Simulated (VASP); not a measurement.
Wanted: the native input for a VASP 6.6.1 run.

```
Task                   : single point
Functional             : PBEsol
Potentials or basis    : VASP PAW PBE potentials, release 64 (W_sv)
Cutoff                 : 500 eV
k mesh                 : 22 × 22 × 22
Occupations            : gaussian, width 0.15 eV
Spin                   : no spin polarisation
Dipole correction      : no
Further INCAR settings : ALGO = Normal; EDIFF = 1e-06; NBANDS = 13
```

The structure of W lies in POSCAR:

```
W
1.0
    0.0000000000      1.8817897853      2.1960486794
    1.8817897853      0.0000000000      2.1960486794
    1.8817897853      1.8817897853      0.0000000000
W
1
Direct
    0.0000000000      0.0000000000      0.0000000000
```

The input as run:

INCAR

```
SYSTEM = W
ALGO = Normal
EDIFF = 1E-6
ENCUT = 500
GGA = PS
GGA_COMPAT = .FALSE.
ISIF = 2
ISMEAR = 0
LASPH = .TRUE.
LCHARG = .FALSE.
LREAL = .FALSE.
LWAVE = .FALSE.
NBANDS = 13
NELM = 120
PREC = Accurate
SIGMA = 0.15
```

KPOINTS

```
k-points
0
G
  22 22 22
  0 0 0
```

Potentials or basis: VASP PAW PBE potentials, release 64 (W_sv).

Launch:

```bash
$ cat potpaw_PBE.64/W_sv/POTCAR > POTCAR
$ mpirun -np 1 vasp_std > vasp.out
```

Results of the run:

The pressure is 10.2 GPa and the band gap on the k mesh is zero (bands 7 and 8 overlap by 4.83 eV).

Caveat: the cell stands under pressure; the PAW data sets were made with another functional, which shifts forces and pressure a little; spin-orbit coupling is left out, which moves the levels of the heavy elements.

It took 80 s on 1 thread of Intel Xeon 8259CL (shared host), peak memory 0.26 GiB.
